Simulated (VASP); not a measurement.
A run of VASP 6.6.1:

Contents of INCAR:

```
SYSTEM = V
PREC = Accurate ; ENCUT = 520
EDIFF = 1E-6 ; ISMEAR = -1
SIGMA = 0.05 ; LREAL = .FALSE.
LASPH = .TRUE. ; NELM = 150
ALGO = Normal ; ISIF = 2
LWAVE = .FALSE. ; LCHARG = .FALSE.
ISPIN = 2 ; MAGMOM = 1.453 1.453
LORBIT = 11 ; LMAXMIX = 4
GGA = PE ; NBANDS = 24
```

Contents of KPOINTS:

```
regular mesh
0
G
  16 16 16
  0 0 0
```

POSCAR

```
V
1.0
    0.0000000000      2.6972111624      2.6972111624
    2.6972111624      0.0000000000      2.6972111624
    2.6972111624      2.6972111624      0.0000000000
V
2
Direct
    0.1250000000      0.1250000000      0.1250000000
    0.8750000000      0.8750000000      0.8750000000
```

Potentials or basis: VASP PAW PBE potentials, release 64 (V_sv).

Command:

```bash
$ cat potpaw_PBE.64/V_sv/POTCAR > POTCAR
$ mpirun -np 1 vasp_std > vasp.out
```

Hardware: 1 thread of AMD EPYC 9R14 (Zen 4), with other jobs on the host.

Problem. Estimate the wall time of this run.

Solution. Wall time 2.8 min on 1 thread of AMD EPYC 9R14 (Zen 4), with other jobs on the host, peak memory 0.27 GiB. Counts: scf iterations 14, k points 145.
